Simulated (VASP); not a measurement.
Set up this calculation in VASP 6.6.1, as the native input.

- Task: single point
- Functional: LDA
- Potentials or basis: VASP PAW LDA potentials, release 64 (Ba_sv, Ti_sv, O)
- Cutoff: 520 eV
- k mesh: 7 × 7 × 7
- Occupations: fermi-dirac, width 0.05 eV
- Spin: no spin polarisation
- Dipole correction: no
- Further INCAR settings: ALGO = Normal; EDIFF = 1e-07; NBANDS = 28

The structure of BaTiO3 (Barioperovskite) lies in POSCAR:

```
BaTiO3
1.0
    4.0379468039      0.0000000000      0.0000000000
    0.0000000000      2.8742319127      2.8825904778
    0.0000000000     -2.8742319127      2.8825904778
Ba Ti O
1 1 3
Direct
    0.0000000000      0.0000000000      0.0000000000
    0.5000000000      0.5124000000      0.5124000000
    0.5000000000      0.9918400000      0.5052400000
    0.5000000000      0.5052400000      0.9918400000
    0.0000000000      0.4874000000      0.4874000000
```

This cell differs from its parent crystal: volume scaled by 1.04.

The input as run:

INCAR

```
PREC = Accurate
ENCUT = 520
EDIFF = 1E-7
ISMEAR = -1
SIGMA = 0.05
LREAL = False
LASPH = True
NELM = 60
ALGO = Normal
ISIF = 2
LWAVE = False
LCHARG = False
NBANDS = 28
```

KPOINTS

```
Automatic mesh
0
Gamma
  7 7 7
```

Potentials or basis: VASP PAW LDA potentials, release 64 (Ba_sv, Ti_sv, O).

Command:

```sh
$ cat potpaw_LDA.64/Ba_sv/POTCAR potpaw_LDA.64/Ti_sv/POTCAR potpaw_LDA.64/O/POTCAR > POTCAR
$ mpirun -np 1 vasp_std > vasp.out
```

It gave:

```
Pressure               : -12.4 GPa
Largest force          : 0.429 eV/Å
Band gap on the k mesh : 1.75 eV, indirect (least direct gap 1.92 eV)
```

Caveat: spin-orbit coupling is left out, which moves the levels of the heavy elements.

Run time: 49 s on 1 thread of Intel(R) Xeon(R) 6975P-C (Granite Rapids), with other jobs on the host, peak memory 0.23 GiB.
